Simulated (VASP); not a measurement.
Wanted: the native input for a VASP 6.6.1 run.

| Quantity | Value |
| --- | --- |
| Task | single point |
| Functional | PBEsol |
| Potentials or basis | VASP PAW PBE potentials, release 64 (Al, Ni) |
| Cutoff | 520 eV |
| k mesh | 15 × 15 × 5 |
| Occupations | gaussian, width 0.15 eV |
| Spin | no spin polarisation |
| Dipole correction | no |
| Further INCAR settings | ALGO = Fast; EDIFF = 1e-07; NBANDS = 28 |

The structure of AlNi lies in POSCAR:

```
AlNi
1.0
    0.0000000000     -2.8618233747      0.0000000000
    0.0000000000      0.0000000000     -2.8618233747
   11.7854701242      0.0000000000      0.0000000000
Al Ni
3 3
Direct
    1.0000000000      0.0000000000      0.0607066020
    1.0000000000      0.0000000000      0.3035330098
    1.0000000000      0.0000000000      0.5463594176
    0.5000000000      0.5000000000      0.6677726215
    0.5000000000      0.5000000000      0.1821198059
    0.5000000000      0.5000000000      0.4249462137
```

One way to write it, as run:

INCAR

```
SYSTEM = AlNi
PREC = Accurate ; ENCUT = 520
EDIFF = 1E-7 ; ISMEAR = 0
SIGMA = 0.15 ; LREAL = .FALSE.
LASPH = .TRUE. ; NELM = 80
ALGO = Fast ; ISIF = 2
LWAVE = .FALSE. ; LCHARG = .FALSE.
GGA = PS ; NBANDS = 28
```

KPOINTS

```
Automatic mesh
0
G
  15 15 5
  0 0 0
```

Potentials or basis: VASP PAW PBE potentials, release 64 (Al, Ni).

Run with:

```bash
$ cat potpaw_PBE.64/Al/POTCAR potpaw_PBE.64/Ni/POTCAR > POTCAR
$ mpirun -np 1 vasp_std > vasp.out
```

It gave:

The pressure is -4.5 GPa, the largest force is 1.008 eV/Å and the band gap on the k mesh is zero (an odd number of electrons rules out a gap without spin polarisation).

Caveat: the cell stands under tension; the PAW data sets were made with another functional, which shifts forces and pressure a little.

It took 3 min on 1 thread of Intel(R) Xeon(R) 6975P-C (Granite Rapids), on a shared host, peak memory 0.39 GiB.
